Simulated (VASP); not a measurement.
Set up this calculation in VASP 6.6.1, as the native input.

```
Task                   : single point
Functional             : PBE
Potentials or basis    : VASP PAW PBE potentials, release 64 (Co)
Cutoff                 : 520 eV
k mesh                 : 12 × 12 × 1
Occupations            : fermi-dirac, width 0.05 eV
Spin                   : collinear spin, ferrimagnetic start
Starting moments       : [0.68, -2.21, 1.27, 0.83, -2.37, 1.06] μB
Dipole correction      : yes
Further INCAR settings : ALGO = Normal; EDIFF = 1e-06; NBANDS = 40
```

The structure of Co lies in POSCAR:

```
Co
1.0
    2.5395032940      0.0000000000      0.0000000000
   -1.2697516470      2.1992743656      0.0000000000
    0.0000000000      0.0000000000     25.3674787838
Co
6
Direct
    0.6666666667      0.3333333333      0.2956541351
    0.3333333333      0.6666666667      0.3773924811
    0.0000000000      0.0000000000      0.4591308270
    0.6666666667      0.3333333333      0.5408691730
    0.3333333333      0.6666666667      0.6226075189
    0.0000000000      0.0000000000      0.7043458649
```

One way to write it, as run:

INCAR

```
PREC = Accurate
ENCUT = 520
EDIFF = 1E-6
ISMEAR = -1
SIGMA = 0.05
LREAL = False
LASPH = True
NELM = 150
ALGO = Normal
ISIF = 2
LWAVE = False
LCHARG = False
ISPIN = 2
MAGMOM = 0.68 -2.21 1.27 0.83 -2.37 1.06
LORBIT = 11
LMAXMIX = 4
LDIPOL = True
IDIPOL = 3
DIPOL = 0.5 0.5 0.500
GGA = PE
NBANDS = 40
```

KPOINTS

```
Automatic mesh
0
Gamma
  12 12 1
```

Potentials or basis: VASP PAW PBE potentials, release 64 (Co).

Launch:

```sh
$ cat potpaw_PBE.64/Co/POTCAR > POTCAR
$ mpirun -np 1 vasp_std > vasp.out
```

It gave:

```json
{
  "Largest force": "0.532 eV/Å",
  "Net moment": "-1.41 μB per cell",
  "Site moments": "Co +0.62, -1.71, +0.44 μB",
  "Valence electrons inside the program's atomic spheres": "Co 8.04, 8.12, 8.16"
}
```

Wall time 19 min on 1 thread of Intel Xeon 6975P-C (shared host), peak memory 0.4 GiB.
